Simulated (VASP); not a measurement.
A run of VASP 6.6.1:

File INCAR:

```
PREC = Accurate ; ENCUT = 520
EDIFF = 1E-6 ; ISMEAR = 0
SIGMA = 0.02 ; LREAL = Auto
LASPH = True ; NELM = 60
ALGO = Normal ; ISIF = 2
LWAVE = False ; LCHARG = False
GGA = PE ; NBANDS = 43
```

KPOINTS

```
Automatic mesh
0
Gamma
  2 2 2
```

The input POSCAR:

```
Si
1.0
    0.0000000000      5.4700937548     -5.4700937548
    5.4700937548      5.4700937548      0.0000000000
    5.4700937548      0.0000000000     -5.4700937548
Si
15
Direct
    0.2495452601     -0.2486357803      0.2495452601
    0.1247645819      0.6252354181      0.1247645819
    0.6252354181      0.1247645819      0.1247645819
    0.6252354181      0.6252354181      0.1247645819
    0.1247645819      0.1247645819      0.6252354181
    0.1247645819      0.6252354181      0.6252354181
    0.6252354181      0.1247645819      0.6252354181
    0.6250000000      0.6250000000      0.6250000000
    0.2495452601      0.2495452601      0.2495452601
    0.7499455786      0.7499455786      0.2501632642
    0.7513642197      0.2495452601      0.2495452601
    0.2501632642      0.7499455786      0.7499455786
    0.2495452601      0.2495452601      0.7513642197
    0.7499455786      0.7499455786      0.7499455786
    0.7499455786      0.2501632642      0.7499455786
```

Potentials or basis: VASP PAW PBE potentials, release 64 (Si).

The run is started by

```sh
$ cat potpaw_PBE.64/Si/POTCAR > POTCAR
$ mpirun -np 1 vasp_std > vasp.out
```

Hardware: 1 thread of Intel(R) Xeon(R) 6975P-C (Granite Rapids), on a shared host.

**Question.** Estimate the wall time of this run.

**Answer.** Wall time 44 s on 1 thread of Intel(R) Xeon(R) 6975P-C (Granite Rapids), on a shared host, peak memory 0.43 GiB. Counts: scf iterations 14, k points 3.
